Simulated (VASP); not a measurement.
# V (P3_221) in VASP: relaxation of cell and atoms with PBE

Aim: the relaxation of cell and atoms of V with PBE.

All numbers are computed with VASP 6.6.1; they aren't measurements. Logs are shortened: lines on timing, memory, paths and dates and some standing lists are left out, and cuts for length are marked.

### Step 1. The cell of the first run

It takes space group P3_221 (No. 154, trigonal). The conventional cell has a = 3.503 Å, b = 3.503 Å, c = 3.981 Å, α = 90.00°, β = 90.00°, γ = 120.00°. V (site symmetry 2) has 2 V at 1.87 Å within 2.5 Å.

### Step 2. Relaxation of cell and atoms, PBE

INCAR

```
SYSTEM = V
PREC     = Accurate       ! precision mode
ENCUT    = 600            ! plane-wave cutoff, eV
EDIFF    = 1E-6           ! SCF threshold, eV
ISMEAR   = 0              ! smearing method
SIGMA    = 0.1            ! smearing width, eV
LREAL    = .False.        ! projectors in reciprocal space
LASPH    = .True.         ! aspherical terms in the spheres
NELM     = 80             ! most SCF steps
ALGO     = Normal         ! electronic algorithm
ISIF     = 3              ! what is computed and relaxed
LWAVE    = .False.        ! write WAVECAR
LCHARG   = .False.        ! write CHGCAR
GGA      = PE             ! functional
IBRION   = 2              ! ionic algorithm
NSW      = 90             ! ionic steps
EDIFFG   = -0.04          ! ionic threshold
```

KPOINTS

```
regular mesh
0
Gamma
  6 6 4
  0 0 0
```

POSCAR

```
V
1.0
    3.5032823655      0.0000000000      0.0000000000
   -1.7516411827      3.0339315251      0.0000000000
    0.0000000000      0.0000000000      3.9813192568
V
3
Direct
    0.2170000000      0.0000000000      0.1666666667
    0.0000000000      0.2170000000      0.8333333333
    0.7830000000      0.7830000000      0.5000000000
```

Potentials or basis: VASP PAW PBE potentials, release 64 (V_sv).

Run with:

```console
> cat potpaw_PBE.64/V_sv/POTCAR > POTCAR
> mpirun -np 1 vasp_std > vasp.out
```

OUTCAR:

```text
SYSTEM = V
   PREC = Accurate
   ENCUT = 600
   EDIFF = 1E-6
   ISMEAR = 0
   LREAL = .False.
   LASPH = .True.
   NELM = 80
   ISIF = 3
   GGA = PE
   IBRION = 2
   NSW = 90
   EDIFFG = -0.04

 ion  position               nearest neighbor table
   1  0.217  0.000  0.167-   3 1.87   2 1.87   3 2.79   3 2.79   2 2.79   2 2.79
   2  0.000  0.217  0.833-   3 1.87   1 1.87   3 2.79   3 2.79   1 2.79   1 2.79
   3  0.783  0.783  0.500-   2 1.87   1 1.87   2 2.79   1 2.79   1 2.79   2 2.79

  LATTYP: Found a hexagonal cell.
 ALAT       =     3.5032823655
 C/A-ratio  =     1.1364539998

  Lattice vectors:

 A1 = (   3.5032823655,   0.0000000000,   0.0000000000)
 A2 = (  -1.7516411827,   3.0339315251,   0.0000000000)
 A3 = (   0.0000000000,   0.0000000000,   3.9813192568)

Analysis of symmetry for initial positions (statically):
=====================================================================
 Subroutine PRICEL returns:
 Original cell was already a primitive cell.

 Routine SETGRP: Setting up the symmetry group for a
 hexagonal supercell.

 Subroutine GETGRP returns: Found  6 space group operations
 (whereof  2 operations were pure point group operations)
 out of a pool of 24 trial point group operations.

The static configuration has the point symmetry C_2 .
 The point group associated with its full space group is D_3 .

Analysis of symmetry for dynamics (positions and initial velocities):
=====================================================================
 Subroutine PRICEL returns:
 Original cell was already a primitive cell.

 Routine SETGRP: Setting up the symmetry group for a
 hexagonal supercell.

 Subroutine GETGRP returns: Found  6 space group operations
 (whereof  2 operations were pure point group operations)
 out of a pool of 24 trial point group operations.

The dynamic configuration has the point symmetry C_2 .
 The point group associated with its full space group is D_3 .

 Subroutine INISYM returns: Found  6 space group operations
 (whereof  2 operations are pure point group operations),
 and found     1 'primitive' translations

----------------------------------------------------------------------------------------

                                     Primitive cell

  volume of cell :      42.3163

  direct lattice vectors                    reciprocal lattice vectors
     3.503282366  0.000000000  0.000000000     0.285446589  0.164802665  0.000000000
    -1.751641183  3.033931525  0.000000000     0.000000000  0.329605329  0.000000000
     0.000000000  0.000000000  3.981319257     0.000000000  0.000000000  0.251173025

  length of vectors
[... 102 lines left out ...]
     AMIX     =   0.40;   BMIX     =  1.00
     AMIX_MAG =   1.60;   BMIX_MAG =  1.00
  volume/ion in A,a.u.               =      14.11        95.19
  Fermi-wavevector in a.u.,A,eV,Ry     =   1.593164  3.010643 34.533906  2.538170
  Thomas-Fermi vector in A             =   2.691436
   LORBIT       =      0    0 simple, 1 ext, 2 COOP (PROOUT), +10 PAW based schemes
   GGA     = PE    functional components
   LHFCALC =     F    Hartree Fock is set to
   AEXX    =    0.0000 exact exchange contribution
   IVDW    =     0    specifies the selected vdW correction
   LEPSILON=     F    determine dielectric tensor
   LRPA    =     F    only Hartree local field effects (RPA)
 conjugate gradient relaxation of ions
 non-spin polarized calculation
 Gauss-broadening in eV      SIGMA  =   0.10
  energy-cutoff  :      600.00
  volume of cell :       42.32
 maximum number of plane-waves:      1426
   NGX = 13   NGY = 13   NGZ = 15

--------------------------------------- Ionic step        1  -------------------------------------------

 number of electron      39.0000009 magnetization

 Free energy of the ion-electron system (eV)
  ---------------------------------------------------
  ext. energy  EPLUGINS =         0.00000000
  ---------------------------------------------------
  free energy    TOTEN  =       -21.36785658 eV

  energy without entropy =      -21.35156349  energy(sigma->0) =      -21.35971003

------------------------ aborting loop because EDIFF is reached ----------------------------------------

  FORCE on cell =-STRESS in cart. coord.  units (eV):
  Direction    XX          YY          ZZ          XY          YZ          ZX
  --------------------------------------------------------------------------------------
  -------------------------------------------------------------------------------------
  Total        6.6202710      6.6202710     12.6872126      0.0000000      0.0000000      0.0000000
  in kB      250.6561863    250.6561863    480.3622585      0.0000000      0.0000000      0.0000000
  external PRESSURE =     327.2248770 kB  Pullay stress =       0.0000000 kB
[... 92 lines left out ...]
  FREE ENERGIE OF THE ION-ELECTRON SYSTEM (eV)
  ---------------------------------------------------
  free  energy   TOTEN  =       -23.2811271104 eV

  energy  without entropy=      -23.2563311192  energy(sigma->0) =      -23.26872911

 E-fermi :  10.6166     XC(G=0): -13.1626

 val. band max:       10.6065947315   @ k =   0.5000   0.0000   0.2500
 cond. band min:      10.6338022659   @ k =   0.0000   0.3333   0.2500
 fundamental gap:      0.0272075345
 Fermi energy:        10.6165525478

 k-point     1 :       0.0000    0.0000    0.0000
  band No.  band energies     occupation
      1     -53.3305      2.00000
      2     -53.1933      2.00000
      3     -53.1933      2.00000
      4     -27.2904      2.00000
      5     -27.2903      2.00000
      6     -26.5890      2.00000
[... 613 lines left out ...]
     22      11.7940      0.00000
     23      11.7941      0.00000

[... ionic steps 4 to 27 ...]

--------------------------------------- Ionic step       28  -------------------------------------------

 number of electron      38.9999999 magnetization

------------------------ aborting loop because EDIFF is reached ----------------------------------------
[... 69 lines left out ...]
--------------------------------------- Ionic step       30  -------------------------------------------

 number of electron      38.9999998 magnetization

 Free energy of the ion-electron system (eV)
  ---------------------------------------------------
  ext. energy  EPLUGINS =         0.00000000
  ---------------------------------------------------
  free energy    TOTEN  =       -26.23500471 eV

  energy without entropy =      -26.21086066  energy(sigma->0) =      -26.22293268

 E-fermi :   9.6145     XC(G=0): -12.7532

 val. band max:        9.5792143350   @ k =   0.1667  -0.0000   0.0000
 cond. band min:       9.6184321825   @ k =   0.3333   0.1667   0.5000
 fundamental gap:      0.0392178475
 Fermi energy:         9.6145155987

 k-point     1 :       0.0000    0.0000    0.0000
  band No.  band energies     occupation
      1     -54.2563      2.00000
      2     -54.0512      2.00000
      3     -54.0512      2.00000
      4     -28.2420      2.00000
      5     -28.2420      2.00000
      6     -27.8366      2.00000
[... 643 lines left out ...]
  FREE ENERGIE OF THE ION-ELECTRON SYSTEM (eV)
  ---------------------------------------------------
  free  energy   TOTEN  =       -26.2350047066 eV

  energy  without entropy=      -26.2108606618  energy(sigma->0) =      -26.22293268

 reached required accuracy - stopping structural energy minimisation
```

CONTCAR:

```text
V
   1.00000000000000
     2.8244060076942494   -0.0000000000109135   -0.0000000000000002
    -1.4122030038162656    2.4460073532473525    0.0000000000000010
    -0.0000000000000002    0.0000000000000010    5.9908547254412108
  V
     3
Direct
     0.3182748234030826    0.0000000000001292    0.1666666667000030
     0.9999999999999460    0.3182748234027166    0.8333333332999970
     0.6817251765969715    0.6817251765971546    0.5000000000000000

  0.00000000E+00  0.00000000E+00  0.00000000E+00
  0.00000000E+00  0.00000000E+00  0.00000000E+00
  0.00000000E+00  0.00000000E+00  0.00000000E+00
```

It took 14 min on 1 thread of AMD EPYC 7R43 (Zen 3), shared host; peak memory 0.15 GiB.

Results:

| Property | Result |
| --- | --- |
| Free energy | -26.2350 eV |
| Relaxed volume | 13.80 Å³/atom |
| Relaxed cell | a = 2.824 Å, b = 2.824 Å, c = 5.991 Å, α = 90.00°, β = 90.00°, γ = 120.00° |
| Space group after relaxing (to 0.05 Å) | P3_221 (No. 154) |
| Energy gained by relaxing | 1622.4 meV/atom |
| Ionic steps | 30 |
| Pressure after relaxing | -0.1 GPa |
| Largest force after relaxing | 0.011 eV/Å |

Forces in eV/Å, atoms in the order of the input:
```
V    0.011  0.000  0.000
V   -0.005  0.009  0.000
V   -0.005 -0.009  0.000
```

The path:
```csv
step,energy change (eV),largest force (eV/Å),pressure (GPa),volume (Å³)
1,0.0000,6.0669,32.72,42.32
2,-1.1398,0.5269,-23.53,62.38
3,-1.9133,1.5205,-11.05,52.07
4,-2.6509,1.5238,-4.02,46.47
5,-2.9217,0.7176,11.40,41.16
6,-2.9315,0.9348,8.03,42.01
7,-3.0436,0.4023,1.64,43.68
8,-3.0605,0.1233,3.12,43.21
9,-3.0687,0.0473,-2.01,44.83
10,-3.0725,0.0129,-0.26,44.23
11,-3.0776,0.0110,-0.34,44.27
12,-3.1105,0.0818,-0.79,44.34
13,-3.2455,0.2110,-1.96,44.44
14,-3.7178,0.3986,-4.42,44.38
15,-4.6133,0.4901,-6.47,43.39
16,-4.4864,0.1335,7.26,38.47
17,-4.8414,0.1320,-2.76,42.10
18,-4.8527,0.1052,-1.56,41.74
19,-4.8512,0.1175,-1.99,41.87
20,-4.8504,0.0555,1.03,41.12
21,-4.8547,0.0923,-0.68,41.52
22,-4.8562,0.0957,-0.03,41.38
23,-4.8564,0.0970,0.43,41.28
24,-4.8580,0.0870,0.24,41.34
25,-4.8607,0.0672,-0.36,41.50
26,-4.8632,0.0574,0.05,41.40
27,-4.8658,0.0273,1.13,41.14
28,-4.8668,0.0158,0.55,41.28
29,-4.8669,0.0099,0.23,41.35
30,-4.8671,0.0108,-0.06,41.39
```

Final structure:
```yaml
crystal:
  lattice:
    - [2.82441, 0.00000, 0.00000]
    - [-1.41220, 2.44601, 0.00000]
    - [0.00000, 0.00000, 5.99085]
  atoms:
    - { symbol: V, position: [0.31827, 0.00000, 0.16667] }
    - { symbol: V, position: [0.00000, 0.31827, 0.83333] }
    - { symbol: V, position: [0.68173, 0.68173, 0.50000] }
```

Caveat: the k points lie up to 0.43 Å⁻¹ apart in the final cell.
